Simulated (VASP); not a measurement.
# Al (Fm-3m) in VASP: settings compared, part 2 of 2

VASP 6.6.1.

## 5. Single point, PBEsol+D3(BJ), non-collinear spin, typed start (volume scaled by 1.06)

The input, INCAR:

```
  ALGO = Normal
  EDIFF = 1E-7
  ENCUT = 520
  GGA = PS
  ISIF = 2
  ISMEAR = 1
  IVDW = 12
  LASPH = True
  LCHARG = False
  LNONCOLLINEAR = True
  LORBIT = 11
  LREAL = False
  LWAVE = False
  MAGMOM = 0.289 0.289 0.289
  NBANDS = 14
  NELM = 150
  PREC = Accurate
  SIGMA = 0.1
```

The input, KPOINTS:

```
k-points
0
Gamma
  8 8 8
```

The input, POSCAR:

```
Al
1.0
    0.0000000000      2.0645171409      2.0645171409
    2.0645171409      0.0000000000      2.0645171409
    2.0645171409      2.0645171409      0.0000000000
Al
1
Direct
    0.0000000000      0.0000000000      0.0000000000
```

Started as:

```bash
$ cat potpaw_PBE.64/Al/POTCAR > POTCAR
$ mpirun -np 1 vasp_ncl > vasp.out
```

It took 18 s on 1 thread of Intel Xeon 6975P-C (Granite Rapids), shared host; peak memory 0.21 GiB.

It converged, with:

```yaml
Free_energy: -4.3557 eV
Pressure: -8.6 GPa
Band_gap_on_the_k_mesh: zero (band 3 reaches 19.54 eV, above the bottom of band 4 at 3.01 eV)
Net_moment: 0.00 μB per cell
Valence_electrons_inside_the_program's_atomic_spheres: Al 0.75
Dispersion_energy_per_atom: -0.297 eV
```

Levels at points of the mesh, in eV from the Fermi level:
| k point | band 1 | band 2 | band 3 | band 4 | band 5 | band 6 | band 7 |
| --- | --- | --- | --- | --- | --- | --- | --- |
| (0.00, 0.00, 0.00) | -10.78 | -10.78 | 12.16 | 12.16 | 12.16 | 12.16 | 12.16 |
| (0.50, 0.00, 0.00) | -4.43 | -4.43 | -4.38 | -4.38 | 10.64 | 10.64 | 10.64 |
| (0.50, 0.50, 0.50) | -4.43 | -4.43 | -4.38 | -4.38 | 10.64 | 10.64 | 10.64 |
| (0.50, 0.50, 0.00) | -2.85 | -2.85 | -1.69 | -1.69 | 5.15 | 5.15 | 5.21 |

Moments on the atoms (μB; x, y, z):
```
Al  0.00 0.00 0.00
```

Caveat: the cell differs from its parent crystal (volume scaled by 1.06); the PAW data sets were made with another functional, which shifts forces and pressure a little; pairwise dispersion overbinds metals, which lowers pressure and volume.

## 6. Relaxation of cell and atoms, LDA, non-collinear spin, zero start, spin-orbit coupling (volume scaled by 1.25)

The input, INCAR:

```
ALGO = Normal
EDIFF = 1E-6
EDIFFG = -0.005
ENCUT = 600
GGA_COMPAT = F
IBRION = 2
ISIF = 3
ISMEAR = -1
LASPH = T
LCHARG = F
LORBIT = 11
LORBMOM = T
LREAL = F
LSORBIT = T
LWAVE = F
MAGMOM = 0 0 0
NELM = 150
NSW = 80
PREC = Accurate
SIGMA = 0.025
```

KPOINTS is that of step 5.

The input, POSCAR:

```
Al
1.0
    0.0000000000      2.1811550663      2.1811550663
    2.1811550663      0.0000000000      2.1811550663
    2.1811550663      2.1811550663      0.0000000000
Al
1
Direct
    0.0000000000      0.0000000000      0.0000000000
```

Potentials or basis: VASP PAW LDA potentials, release 64 (Al).

Started as:

```bash
$ cat potpaw_LDA.64/Al/POTCAR > POTCAR
$ mpirun -np 1 vasp_ncl > vasp.out
```

OUTCAR:

```text
EDIFF = 1E-6
   EDIFFG = -0.005
   ENCUT = 600
   IBRION = 2
   ISIF = 3
   ISMEAR = -1
   LASPH = T
   LORBIT = 11
   LREAL = F
   LSORBIT = T
   NELM = 150
   NSW = 80
   PREC = Accurate

 ion  position               nearest neighbor table
   1  0.000  0.000  0.000-

  LATTYP: Found a face centered cubic cell.
 ALAT       =     4.3623101326

  Lattice vectors:

 A1 = (   0.0000000000,   2.1811550663,   2.1811550663)
 A2 = (   2.1811550663,   0.0000000000,   2.1811550663)
 A3 = (   2.1811550663,   2.1811550663,   0.0000000000)

Analysis of symmetry for initial positions (statically):
=====================================================================
 Subroutine PRICEL returns:
 Original cell was already a primitive cell.

 Routine SETGRP: Setting up the symmetry group for a
 face centered cubic supercell.

 Subroutine GETGRP returns: Found 48 space group operations
[... 9 lines left out ...]

 Routine SETGRP: Setting up the symmetry group for a
 face centered cubic supercell.

 Subroutine GETGRP returns: Found 48 space group operations
 (whereof 48 operations were pure point group operations)
 out of a pool of 48 trial point group operations.

The dynamic configuration has the point symmetry O_h .

Analysis of structural, dynamic, and magnetic symmetry:
=====================================================================
 Subroutine PRICEL returns:
 Original cell was already a primitive cell.

 Routine SETGRP: Setting up the symmetry group for a
 face centered cubic supercell.

 Subroutine GETGRP returns: Found 48 space group operations
 (whereof 48 operations were pure point group operations)
 out of a pool of 48 trial point group operations.

The overall configuration has the point symmetry O_h .

 Subroutine INISYM returns: Found 48 space group operations
 (whereof 48 operations are pure point group operations),
 and found     1 'primitive' translations

----------------------------------------------------------------------------------------

                                     Primitive cell

  volume of cell :      20.7534

  direct lattice vectors                    reciprocal lattice vectors
[... 606 lines left out ...]
 number of electron       3.0000000 magnetization       0.0000000     -0.0000000      0.0000000

 number of electron       3.0000000 magnetization      -0.0000000      0.0000000     -0.0000000

 Free energy of the ion-electron system (eV)
  ---------------------------------------------------
  ext. energy  EPLUGINS =         0.00000000
  ---------------------------------------------------
  free energy    TOTEN  =        -4.18605258 eV

  energy without entropy =       -4.18401890  energy(sigma->0) =       -4.18503574

 E-fermi :   8.2948     XC(G=0): -10.4896

 val. band max:        7.8603067554   @ k =  -0.2500   0.3750   0.1250
 cond. band min:       8.3420476736   @ k =   0.5000   0.2500   0.1250
 fundamental gap:      0.4817409181
 Fermi energy:         8.2947593938

 k-point     1 :       0.0000    0.0000    0.0000
  band No.  band energies     occupation
      1      -3.1665      1.00000
      2      -3.1665      1.00000
      3      20.9957      0.00000
      4      20.9957      0.00000
      5      20.9957      0.00000
      6      20.9957      0.00000
      7      20.9957      0.00000
      8      20.9957      0.00000
      9      22.5762      0.00000
     10      22.5763      0.00000
[... 327 lines left out ...]
  FREE ENERGIE OF THE ION-ELECTRON SYSTEM (eV)
  ---------------------------------------------------
  free  energy   TOTEN  =        -4.1860525819 eV

  energy  without entropy=       -4.1840189009  energy(sigma->0) =       -4.18503574

 reached required accuracy - stopping structural energy minimisation

 orbital moment (x)

 # of ion     p       tot
 --------------------------------
  1        -0.000  -0.000
 --------------------------------
           -0.000  -0.000

 orbital moment (y)

 # of ion     p       tot
 --------------------------------
  1         0.000   0.000
 --------------------------------
            0.000   0.000

 orbital moment (z)

 # of ion     p       tot
 --------------------------------
  1         0.000   0.000
 --------------------------------
            0.000   0.000

 Spin-Orbit-Coupling matrix elements

 Ion:    1  E_soc:     -0.0001190
 l=   1
     0.0000000    -0.0000198    -0.0000198
    -0.0000198     0.0000000    -0.0000198
    -0.0000198    -0.0000198     0.0000000
 l=   2
     0.0000000     0.0000000     0.0000000     0.0000000     0.0000000
     0.0000000     0.0000000     0.0000000     0.0000000     0.0000000
     0.0000000     0.0000000     0.0000000     0.0000000     0.0000000
     0.0000000     0.0000000     0.0000000     0.0000000     0.0000000
     0.0000000     0.0000000     0.0000000     0.0000000     0.0000000
 l=   3
     0.0000000     0.0000000     0.0000000     0.0000000     0.0000000     0.0000000     0.0000000
     0.0000000     0.0000000     0.0000000     0.0000000     0.0000000     0.0000000     0.0000000
     0.0000000     0.0000000     0.0000000     0.0000000     0.0000000     0.0000000     0.0000000
     0.0000000     0.0000000     0.0000000     0.0000000     0.0000000     0.0000000     0.0000000
     0.0000000     0.0000000     0.0000000     0.0000000     0.0000000     0.0000000     0.0000000
     0.0000000     0.0000000     0.0000000     0.0000000     0.0000000     0.0000000     0.0000000
     0.0000000     0.0000000     0.0000000     0.0000000     0.0000000     0.0000000     0.0000000

 total charge

# of ion       s       p       d       tot
------------------------------------------
    1        0.439   0.362   0.000   0.801

 magnetization (x)

# of ion       s       p       d       tot
------------------------------------------
    1       -0.000  -0.000   0.000  -0.000

 magnetization (y)

# of ion       s       p       d       tot
------------------------------------------
    1        0.000   0.000   0.000   0.000

 magnetization (z)

# of ion       s       p       d       tot
------------------------------------------
    1        0.000   0.000   0.000   0.000
```

CONTCAR:

```text
Al
   1.00000000000000
    -0.0000000000000000    1.9941873390592901    1.9941873390592901
     1.9941873390592901    0.0000000000000000    1.9941873390592901
     1.9941873390592901    1.9941873390592901   -0.0000000000000000
  Al
     1
Direct
     1.0000000000000000    0.0000000000000000    0.0000000000000000

  0.00000000E+00  0.00000000E+00  0.00000000E+00
```

Wall time 21 s (1 thread of Intel Xeon 6975P-C (Granite Rapids), shared host); peak memory 0.2 GiB.

Results:

| Quantity | Value |
| --- | --- |
| Free energy | -4.1861 eV |
| Relaxed volume | 15.86 Å³/atom |
| Relaxed cell | a = 2.820 Å, b = 2.820 Å, c = 2.820 Å, α = 60.00°, β = 60.00°, γ = 60.00° |
| Space group after relaxing (to 0.05 Å) | Fm-3m (No. 225) |
| Energy gained by relaxing | 249.5 meV/atom |
| Ionic steps | 5 |
| Pressure after relaxing | 0.0 GPa |
| Net moment | 0.00 μB per cell |
| Valence electrons inside the program's atomic spheres | Al 0.80 |

Step by step:
| step | energy change (eV) | largest force (eV/Å) | pressure (GPa) | volume (Å³) |
| --- | --- | --- | --- | --- |
| 1 | 0.0000 | 0.0000 | -12.15 | 20.75 |
| 2 | -0.2450 | 0.0000 | -2.64 | 16.38 |
| 3 | -0.2494 | 0.0000 | -0.32 | 15.91 |
| 4 | -0.2494 | 0.0000 | 0.16 | 15.82 |
| 5 | -0.2495 | 0.0000 | -0.04 | 15.86 |

Final structure:
```cif
data_structure
_symmetry_space_group_name_H-M 'P 1'
_symmetry_Int_Tables_number 1
_cell_length_a 2.8202
_cell_length_b 2.8202
_cell_length_c 2.8202
_cell_angle_alpha 60.000
_cell_angle_beta 60.000
_cell_angle_gamma 60.000
_cell_volume 15.86
loop_
_atom_site_label
_atom_site_type_symbol
_atom_site_fract_x
_atom_site_fract_y
_atom_site_fract_z
_atom_site_occupancy
Al1 Al 0.00000 0.00000 0.00000 1
```

Moments on the atoms (μB; x, y, z):
```
Al  0.00 0.00 0.00
```

Caveat: the cell differs from its parent crystal (volume scaled by 1.25); the volume moved by over 15 % at a fixed basis, so the end points are rough. Zero-point motion and thermal expansion aren't in these numbers.

## 7. The runs side by side

| task | level | potentials or basis | spin | cell | cutoff (eV) | smearing | gap on the mesh (eV) | pressure (GPa) | moment (μB) |
| --- | --- | --- | --- | --- | --- | --- | --- | --- | --- |
| single point | PBEsol+D3(BJ) | VASP PAW PBE potentials, release 64 (Al) | non-collinear, typed start | a = 2.864 Å, angles 60.0°, 1 atom | 520 | methfessel-paxton 0.1 eV | none | -5.0 | 0.00 |
| single point | PBEsol+D3(BJ) | VASP PAW PBE potentials, release 64 (Al) | non-collinear, typed start | a = 2.882 Å, angles 60.0°, 1 atom | 520 | methfessel-paxton 0.1 eV | none | -6.3 | 0.00 |
| single point | PBEsol+D3(BJ) | VASP PAW PBE potentials, release 64 (Al) | non-collinear, typed start | a = 2.901 Å, angles 60.0°, 1 atom | 520 | methfessel-paxton 0.1 eV | none | -7.5 | 0.00 |
| single point | PBEsol+D3(BJ) | VASP PAW PBE potentials, release 64 (Al) | non-collinear, typed start | a = 2.920 Å, angles 60.0°, 1 atom | 520 | methfessel-paxton 0.1 eV | none | -8.6 | 0.00 |
| relaxation of cell and atoms | LDA | VASP PAW LDA potentials, release 64 (Al) | non-collinear, zero start, SOC | relaxed from a = 3.085 Å, angles 60.0°, 1 atom | 600 | fermi-dirac 0.025 eV | - | 0.0 | 0.00 |

Alike in all rows: k mesh 8 × 8 × 8.

Caveats: the PAW data sets were made with another functional, which shifts forces and pressure a little (some runs); pairwise dispersion overbinds metals, which lowers pressure and volume (some runs); the volume moved by over 15 % at a fixed basis, so the end points are rough (some runs).

Total energies depend on the potentials used, so only differences within one code and one set of settings carry meaning.
